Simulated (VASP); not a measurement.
# MgO (P6_3/mmc) in VASP: single point with PBE

Aim: the single point of MgO with PBE.

Program: VASP 6.6.1. These are calculated values, not measurements. Logs are shortened: lines on timing, memory, paths and dates and some standing lists are left out, and cuts for length are marked.

### Step 1. The cell of the first run

Symmetry: P6_3/mmc, No. 194, hexagonal system. Conventional cell: a = 3.522 Å, b = 3.522 Å, c = 4.231 Å, α = 90.00°, β = 90.00°, γ = 120.00°. Within 2.7 Å of Mg (site symmetry -6m2) lie 5 O at 2.03 to 2.12 Å. O (site symmetry -6m2) has 5 Mg at 2.03 to 2.12 Å within 2.7 Å.

### Step 2. Single point, PBE (strain +1.1%)

The input, INCAR:

```
SYSTEM = MgO
PREC = Accurate ; ENCUT = 520
EDIFF = 1E-6 ; ISMEAR = -1
SIGMA = 0.02 ; LREAL = .FALSE.
LASPH = .TRUE. ; NELM = 60
ALGO = Normal ; ISIF = 2
LWAVE = .FALSE. ; LCHARG = .FALSE.
GGA = PE ; NBANDS = 16
```

The input, KPOINTS:

```
Automatic mesh
0
G
  12 12 6
  0 0 0
```

The input, POSCAR:

```
MgO
1.0
    3.5216472518      0.0000000000      0.0000000000
   -1.7608236259      3.0498359832      0.0000000000
    0.0000000000      0.0000000000      4.2305219513
Mg O
2 2
Direct
    0.3333333333      0.6666666667      0.2500000000
    0.6666666667      0.3333333333      0.7500000000
    0.6666666667      0.3333333333      0.2500000000
    0.3333333333      0.6666666667      0.7500000000
```

Potentials or basis: VASP PAW PBE potentials, release 64 (Mg, O).

Launch:

```console
cat potpaw_PBE.64/Mg/POTCAR potpaw_PBE.64/O/POTCAR > POTCAR
mpirun -np 1 vasp_std > vasp.out
```

OUTCAR:

```text
SYSTEM = MgO
   PREC = Accurate
   ENCUT = 520
   EDIFF = 1E-6
   ISMEAR = -1
   LREAL = .FALSE.
   LASPH = .TRUE.
   NELM = 60
   ISIF = 2
   GGA = PE

 ion  position               nearest neighbor table
   1  0.333  0.667  0.250-   3 2.03   3 2.03   3 2.03   4 2.12   4 2.12   2 2.93   2 2.93   2 2.93
                             2 2.93   2 2.93   2 2.93
   2  0.667  0.333  0.750-   4 2.03   4 2.03   4 2.03   3 2.12   3 2.12   1 2.93   1 2.93   1 2.93
                             1 2.93   1 2.93   1 2.93
   3  0.667  0.333  0.250-   1 2.03   1 2.03   1 2.03   2 2.12   2 2.12
   4  0.333  0.667  0.750-   2 2.03   2 2.03   2 2.03   1 2.12   1 2.12

  LATTYP: Found a hexagonal cell.
 ALAT       =     3.5216472518
 C/A-ratio  =     1.2012906600

  Lattice vectors:

 A1 = (   3.5216472518,   0.0000000000,   0.0000000000)
 A2 = (  -1.7608236259,   3.0498359832,   0.0000000000)
 A3 = (   0.0000000000,   0.0000000000,   4.2305219513)

Analysis of symmetry for initial positions (statically):
=====================================================================
 Subroutine PRICEL returns:
 Original cell was already a primitive cell.

 Routine SETGRP: Setting up the symmetry group for a
 hexagonal supercell.

 Subroutine GETGRP returns: Found 24 space group operations
 (whereof 12 operations were pure point group operations)
 out of a pool of 24 trial point group operations.

The static configuration has the point symmetry D_3d.
 The point group associated with its full space group is D_6h.

Analysis of symmetry for dynamics (positions and initial velocities):
=====================================================================
 Subroutine PRICEL returns:
 Original cell was already a primitive cell.

 Routine SETGRP: Setting up the symmetry group for a
 hexagonal supercell.

 Subroutine GETGRP returns: Found 24 space group operations
 (whereof 12 operations were pure point group operations)
 out of a pool of 24 trial point group operations.

The dynamic configuration has the point symmetry D_3d.
 The point group associated with its full space group is D_6h.

 Subroutine INISYM returns: Found 24 space group operations
 (whereof 12 operations are pure point group operations),
 and found     1 'primitive' translations

----------------------------------------------------------------------------------------

                                     Primitive cell

  volume of cell :      45.4377

  direct lattice vectors                    reciprocal lattice vectors
     3.521647252  0.000000000  0.000000000     0.283958025  0.163943242  0.000000000
    -1.760823626  3.049835983  0.000000000     0.000000000  0.327886485  0.000000000
     0.000000000  0.000000000  4.230521951     0.000000000  0.000000000  0.236377452

  length of vectors
     3.521647252  3.521647252  4.230521951     0.327886485  0.327886485  0.236377452

  position of ions in fractional coordinates (direct lattice)
     0.333333333  0.666666667  0.250000000
     0.666666667  0.333333333  0.750000000
     0.666666667  0.333333333  0.250000000
     0.333333333  0.666666667  0.750000000

  ion indices of the primitive-cell ions
   primitive index   ion index
                 1           1
                 2           2
                 3           3
                 4           4

----------------------------------------------------------------------------------------

 KPOINTS: Automatic mesh

Automatic generation of k-mesh.
 Grid dimensions read from file:
 generate k-points for:   12   12    6

 Generating k-lattice:

  Cartesian coordinates                     Fractional coordinates (reciprocal lattice)
     0.023663169  0.013661937  0.000000000     0.083333333  0.000000000  0.000000000
     0.000000000  0.027323874  0.000000000     0.000000000  0.083333333  0.000000000
     0.000000000  0.000000000  0.039396242     0.000000000  0.000000000  0.166666667

  Length of vectors
     0.027323874  0.027323874  0.039396242

  Shift w.r.t. Gamma in fractional coordinates (k-lattice)
     0.000000000  0.000000000  0.000000000

 Subroutine IBZKPT returns following result:
 ===========================================

 Found     76 irreducible k-points:

 Following reciprocal coordinates:
            Coordinates               Weight
  0.000000  0.000000  0.000000      1.000000
  0.083333  0.000000  0.000000      6.000000
  0.166667  0.000000  0.000000      6.000000
  0.250000  0.000000  0.000000      6.000000
  0.333333  0.000000  0.000000      6.000000
  0.416667  0.000000  0.000000      6.000000
[... 16 lines left out ...]
  0.250000  0.000000  0.166667     12.000000
  0.333333  0.000000  0.166667     12.000000
 [... further k-points ...]
   k-points           NKPTS =     76   k-points in BZ     NKDIM =     76   number of bands    NBANDS=     16
   number of dos      NEDOS =    301   number of ions     NIONS =      4
   total plane-waves  NPLWV =  25088
   dimension x,y,z NGX =    28 NGY =   28 NGZ =   32
   dimension x,y,z NGXF=    56 NGYF=   56 NGZF=   64
   ions per type =               2   2
   NGX,Y,Z   is equivalent  to a cutoff of  13.22, 13.22, 12.57 a.u.
   NGXF,Y,Z  is equivalent  to a cutoff of  26.44, 26.44, 25.15 a.u.
 SYSTEM =  MgO
   PREC   = accura    normal or accurate (medium, high low for compatibility)
   ISTART =      0    job   : 0-new  1-cont  2-samecut
   ICHARG =      2    charge: 1-file 2-atom 10-const
   ISPIN  =      1    spin polarized calculation?
   LNONCOLLINEAR =      F non collinear calculations
   LSORBIT =      F    spin-orbit coupling
   LASPH  =      T    aspherical Exc in radial PAW
   ENCUT  =  520.0 eV  38.22 Ry    6.18 a.u.   6.55  6.55  7.87*2*pi/ulx,y,z
   NELM   =     60;   NELMIN=  2; NELMDL= -5     # of ELM steps
   EDIFF  = 0.1E-05   stopping-criterion for ELM
   LREAL  =      F    real-space projection
   EDIFFG = 0.1E-04   stopping-criterion for IOM
   NSW    =      0    number of steps for IOM
   IBRION =     -1    ionic relax: 0-MD 1-quasi-New 2-CG
   NFREE  =      0    steps in history (QN), initial steepest desc. (CG)
   ISIF   =      2    stress and relaxation
   ISYM   =      2    0-nonsym 1-usesym 2-fastsym
   POTIM  = 0.5000    time-step for ionic-motion
   TEBEG  =    0.0;   TEEND  =   0.0 temperature during run
   PSTRESS=    0.0 pullay stress
   NELECT =      16.0000    total number of electrons
   NUPDOWN=      -1.0000    fix difference up-down
   EMIN   =  10.00;   EMAX   =-10.00  energy-range for DOS
   EFERMI =   0.00;   METHOD = LEGACY
   ISMEAR =    -1;   SIGMA  =   0.02  broadening in eV -4-tet -1-fermi 0-gaus
   EFERMI_NEDOS =   21; number of points for ismear=-14 and -15
   IALGO  =     38    algorithm
   IMIX   =      4    mixing-type and parameters
     AMIX     =   0.40;   BMIX     =  1.00
     AMIX_MAG =   1.60;   BMIX_MAG =  1.00
  volume/ion in A,a.u.               =      11.36        76.66
  Fermi-wavevector in a.u.,A,eV,Ry     =   1.156049  2.184615 18.183481  1.336448
  Thomas-Fermi vector in A             =   2.292672
   LORBIT       =      0    0 simple, 1 ext, 2 COOP (PROOUT), +10 PAW based schemes
   GGA     = PE    functional components
   LHFCALC =     F    Hartree Fock is set to
   AEXX    =    0.0000 exact exchange contribution
   IVDW    =     0    specifies the selected vdW correction
   LEPSILON=     F    determine dielectric tensor
   LRPA    =     F    only Hartree local field effects (RPA)
 non-spin polarized calculation
  energy-cutoff  :      520.00
  volume of cell :       45.44
 maximum number of plane-waves:      1248
 NGX is ok and might be reduce to    28
   NGX = 13   NGY = 13   NGZ = 15

 number of electron      15.9999991 magnetization

 Free energy of the ion-electron system (eV)
  ---------------------------------------------------
  ext. energy  EPLUGINS =         0.00000000
  ---------------------------------------------------
  free energy    TOTEN  =       -23.67531095 eV

  energy without entropy =      -23.67531095  energy(sigma->0) =      -23.67531095

 E-fermi :   2.1754     XC(G=0):  -9.9312

 val. band max:        1.7993770701   @ k =   0.0000   0.0000   0.0000
 cond. band min:       5.0697635695   @ k =   0.0000   0.0000   0.0000
 fundamental gap:      3.2703864995
 Fermi energy:         2.1754103564

 k-point     1 :       0.0000    0.0000    0.0000
  band No.  band energies     occupation
      1     -14.9993      2.00000
      2     -13.6859      2.00000
      3      -1.7348      2.00000
      4       0.1254      2.00000
      5       0.1254      2.00000
      6       1.0300      2.00000
[... 8 lines left out ...]
     15      17.1260      0.00000
     16      17.2424      0.00000

 k-point     2 :       0.0833    0.0000    0.0000
  band No.  band energies     occupation
      1     -14.9668      2.00000
      2     -13.6911      2.00000
      3      -1.6816      2.00000
      4       0.0198      2.00000
      5       0.0705      2.00000
      6       0.8454      2.00000
[... 8 lines left out ...]
     15      16.8821      0.00000
     16      16.9058      0.00000

 k-point     3 :       0.1667    0.0000    0.0000
  band No.  band energies     occupation
      1     -14.8737      2.00000
      2     -13.7095      2.00000
      3      -1.5259      2.00000
      4      -0.3090      2.00000
      5      -0.0612      2.00000
      6       0.5009      2.00000
[... 8 lines left out ...]
     15      16.1967      0.00000
     16      16.4103      0.00000

 k-point     4 :       0.2500    0.0000    0.0000
  band No.  band energies     occupation
      1     -14.7334      2.00000
      2     -13.7467      2.00000
      3      -1.2803      2.00000
      4      -0.7879      2.00000
      5      -0.2139      2.00000
      6       0.2243      2.00000
[... 8 lines left out ...]
     15      15.5519      0.00000
     16      16.1810      0.00000
[... 324 lines left out ...]
 k-point    22 :       0.1667    0.0000    0.1667
  band No.  band energies     occupation
      1     -14.7940      2.00000
      2     -13.7837      2.00000
      3      -1.5236      2.00000
      4      -0.1937      2.00000
      5       0.0096      2.00000
      6       0.2825      2.00000
[... 8 lines left out ...]
     15      16.1080      0.00000
     16      16.8662      0.00000

 k-point    23 :       0.2500    0.0000    0.1667
  band No.  band energies     occupation
      1     -14.6622      2.00000
      2     -13.8050      2.00000
      3      -1.4816      2.00000
      4      -0.5940      2.00000
      5      -0.1327      2.00000
      6       0.0642      2.00000
[... 8 lines left out ...]
     15      15.8894      0.00000
     16      16.2203      0.00000

 k-point    24 :       0.3333    0.0000    0.1667
  band No.  band energies     occupation
      1     -14.5089      2.00000
      2     -13.8465      2.00000
      3      -1.5877      2.00000
      4      -0.7832      2.00000
      5      -0.2576      2.00000
      6      -0.0734      2.00000
[... 8 lines left out ...]
     15      15.7581      0.00000
     16      15.9604      0.00000

 [... further k-points ...]

------------------------ aborting loop because EDIFF is reached ----------------------------------------

  FORCE on cell =-STRESS in cart. coord.  units (eV):
  Direction    XX          YY          ZZ          XY          YZ          ZX
  --------------------------------------------------------------------------------------
  -------------------------------------------------------------------------------------
  Total       -0.1100356     -0.1100356     -0.0561850      0.0000000      0.0000000      0.0000000
  in kB       -3.8799628     -3.8799628     -1.9811386      0.0000000      0.0000000      0.0000000
  external PRESSURE =      -3.2470214 kB  Pullay stress =       0.0000000 kB

 VOLUME and BASIS-vectors are now :
 -----------------------------------------------------------------------------
  energy-cutoff  :      520.00
  volume of cell :       45.44
      direct lattice vectors                 reciprocal lattice vectors
     3.521647252  0.000000000  0.000000000     0.283958025  0.163943242  0.000000000
    -1.760823626  3.049835983  0.000000000     0.000000000  0.327886485  0.000000000
     0.000000000  0.000000000  4.230521951     0.000000000  0.000000000  0.236377452

 POSITION                                       TOTAL-FORCE (eV/Angst)
 -----------------------------------------------------------------------------------
     -0.00000      2.03322      1.05763        -0.000000     -0.000000      0.000000
      1.76082      1.01661      3.17289         0.000000     -0.000000      0.000000
      1.76082      1.01661      1.05763        -0.000000      0.000000      0.000000
     -0.00000      2.03322      3.17289         0.000000     -0.000000      0.000000
 -----------------------------------------------------------------------------------
    total drift:                               -0.000000      0.000000      0.000000

  FREE ENERGIE OF THE ION-ELECTRON SYSTEM (eV)
  ---------------------------------------------------
  free  energy   TOTEN  =       -23.6753109525 eV

  energy  without entropy=      -23.6753109525  energy(sigma->0) =      -23.67531095
```

It took 63 s on 1 thread of Intel Xeon 8259CL, shared host; peak memory 0.2 GiB.

What came out:

- Free energy: -23.6753 eV
- Pressure: -0.3 GPa
- Band gap on the k mesh: 3.27 eV

Stress tensor (GPa, compression positive):
```
-0.39  0.00  0.00
 0.00 -0.39  0.00
 0.00  0.00 -0.20
```

Caveat: the cell differs from its parent crystal (strain +1.1%). A k mesh can miss the band edges.
